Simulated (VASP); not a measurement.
Set up this calculation in VASP 6.6.1, as the native input.

* Task: single point
* Functional: PBE
* Dispersion: D4
* Potentials or basis: VASP PAW PBE potentials, release 64 (Fe_sv, O)
* Cutoff: 700 eV
* k mesh: 11 × 11 × 11
* Occupations: fermi-dirac, width 0.05 eV
* Spin: collinear spin, ferromagnetic start
* Starting moments: [3.0, 0.0] μB
* Dipole correction: no
* Further INCAR settings: ALGO = Normal; EDIFF = 1e-06; NBANDS = 22

The structure of FeO lies in POSCAR:

```
FeO
1.0
    0.0000000000      2.1696745882      2.1696745882
    2.1696745882      0.0000000000      2.1696745882
    2.1696745882      2.1696745882      0.0000000000
Fe O
1 1
Direct
    0.0000000000      0.0000000000      0.0000000000
    0.5000000000      0.5000000000      0.5000000000
```

These files were run (other wordings do the same):

INCAR

```
SYSTEM = FeO
PREC = Accurate
ENCUT = 700
EDIFF = 1E-6
ISMEAR = -1
SIGMA = 0.05
LREAL = .FALSE.
LASPH = .TRUE.
NELM = 200
ALGO = Normal
ISIF = 2
LWAVE = .FALSE.
LCHARG = .TRUE.
ISPIN = 2
MAGMOM = 3 0
LORBIT = 11
LMAXMIX = 4
GGA = PE
IVDW = 13
LELF = .TRUE.
LVHAR = .TRUE.
NBANDS = 22
GGA_COMPAT = .FALSE.
```

KPOINTS

```
Automatic mesh
0
G
  11 11 11
  0 0 0
```

Potentials or basis: VASP PAW PBE potentials, release 64 (Fe_sv, O).

Run with:

```bash
$ cat potpaw_PBE.64/Fe_sv/POTCAR potpaw_PBE.64/O/POTCAR > POTCAR
$ mpirun -np 1 vasp_std > vasp.out
```

Results of the run:

The pressure is -9.0 GPa. The band gap on the k mesh is zero (filled and empty bands overlap). The net moment is 4.00 μB per cell and the site moments are Fe +3.48; O +0.29 μB. The valence electrons inside the program's atomic spheres are Fe 13.61; O 4.98 and the dispersion energy per atom is -0.331 eV.

Caveat: the cell stands under tension; a cell with one magnetic atom can't hold antiferromagnetic order, which such compounds often take; semilocal functionals often make such compounds metallic where correlation or magnetic order opens a gap, which also shifts bond lengths.

Run time: 76 s on 1 thread of Intel(R) Xeon(R) Platinum 8375C CPU @ 2.90GHz (Ice Lake), on a shared host, peak memory 0.21 GiB.
